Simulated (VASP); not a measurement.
Input of a VASP 6.6.1 run:

File INCAR:

```
SYSTEM = BP
PREC = Accurate
ENCUT = 500
EDIFF = 1E-6
ISMEAR = 0
SIGMA = 0.02
LREAL = .False.
LASPH = .True.
NELM = 120
ALGO = Normal
ISIF = 2
LWAVE = .False.
LCHARG = .False.
GGA = PS
NBANDS = 11
GGA_COMPAT = .False.
```

Contents of KPOINTS:

```
Automatic mesh
0
Gamma
  8 8 8
  0 0 0
```

Contents of POSCAR:

```
BP
1.0
    0.0000000000      2.2827359537      2.2495054018
    2.2827359537      0.0000000000      2.2495054018
    2.2827359537      2.2827359537      0.0000000000
B P
1 1
Direct
    0.0000000000      0.0000000000      0.0000000000
    0.2500000000      0.2500000000      0.2500000000
```

Potentials or basis: VASP PAW PBE potentials, release 64 (B, P).

Command:

```console
$ cat potpaw_PBE.64/B/POTCAR potpaw_PBE.64/P/POTCAR > POTCAR
$ mpirun -np 1 vasp_std > vasp.out
```

Problem. What does it give for the pressure?

Solution. -2.4 GPa.

Problem. What does it give for the band gap on the k mesh?

Solution. 0.95 eV, indirect (least direct gap 3.20 eV).

Stress tensor (GPa, compression positive):
```
-3.64  0.00  0.00
 0.00 -3.64  0.00
 0.00  0.00  0.11
```

Caveat: the cell differs from its parent crystal (strained cell); the PAW data sets were made with another functional, which shifts forces and pressure a little. A k mesh can miss the band edges.
